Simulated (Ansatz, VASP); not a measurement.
One calculation of Ni, two programs

```xyz
1
Lattice="0.0000 1.7603 1.7603 1.7603 0.0000 1.7603 1.7603 1.7603 0.0000" Properties=species:S:1:pos:R:3 pbc="T T T"
Ni    0.0000    0.0000    0.0000
```

Alike in both runs: functional PBE; k mesh 21 × 21 × 21; occupations fermi-dirac, width 0.1 eV; collinear spin.

Ansatz relaxed the structure, and its values are those at the end. VASP's run is a single point on that final structure, the one shown.

|  | VASP | Ansatz |
| --- | --- | --- |
| version | VASP 6.6.1 | Ansatz 0.2.0 |
| potentials or method | VASP PAW PBE potentials, release 64 (Ni) | PAW with Ansatz's default frozen-core files, scalar-relativistic |
| plane-wave cutoff (eV) | 520 | 420 |
| valence electrons in the cell | 10 | 18 |

```csv
,VASP,Ansatz,Ansatz less VASP
pressure (GPa),-0.1,0.0,+0.15
net moment per atom (μB),0.61,0.62,+0.014
size of the moment on the site where the two differ most (μB),0.62,0.66,+0.041
```

Site moments also hang on the region over which each program counts them. With one functional, cell and mesh, what is left measures potentials, basis and numerics. VASP's potentials hold 10 valence electrons a cell and Ansatz's 18, so a difference there can come from the potentials and not from the codes.
